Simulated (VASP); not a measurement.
Input of a VASP 6.6.1 run:

Contents of INCAR:

```
ALGO = Normal ; EDIFF = 1E-6
ENCUT = 500 ; GGA = PE
GGA_COMPAT = F ; ISIF = 2
ISMEAR = 0 ; LASPH = T
LCHARG = F ; LREAL = F
LWAVE = F ; NBANDS = 39
NELM = 120 ; PREC = Accurate
SIGMA = 0.15
```

Contents of KPOINTS:

```
k-points
0
Gamma
  3 3 1
```

The input POSCAR:

```
In2TeBr4
1.0
    6.1183900474      0.0000000000      0.0000000000
   -3.0591950237      5.2986812113      0.0000000000
    0.0000000000      0.0000000000     10.2382546192
In Te Br
2 1 4
Direct
    0.3333333333      0.6666666667      0.0000000000
    0.6666666667      0.3333333333      0.0000000000
    0.0000000000      0.0000000000      0.0000000000
    0.3333333333      0.6666666667      0.7582171434
    0.6666666667      0.3333333333      0.7582171434
    0.6666666667      0.3333333333      0.2417828566
    0.3333333333      0.6666666667      0.2417828566
```

Potentials or basis: VASP PAW PBE potentials, release 64 (In_d, Te, Br).

Run with:

```bash
$ cat potpaw_PBE.64/In_d/POTCAR potpaw_PBE.64/Te/POTCAR potpaw_PBE.64/Br/POTCAR > POTCAR
$ mpirun -np 1 vasp_std > vasp.out
```

Task: What does it give for the pressure?

Result: 0.3 GPa.

Task: What does it give for the largest force?

Result: 0.008 eV/Å.

Forces in eV/Å, atoms in the order of the input:
```
In   0.000  0.000  0.000
In   0.000  0.000  0.000
Te   0.000  0.000  0.000
Br   0.000  0.000 -0.008
Br   0.000  0.000 -0.008
Br   0.000  0.000  0.008
Br   0.000  0.000  0.008
```

Caveat: the k points lie up to 0.61 Å⁻¹ apart; this functional lacks dispersion, which binds layers or chains, so the pressure and a relaxed spacing across them are unreliable.
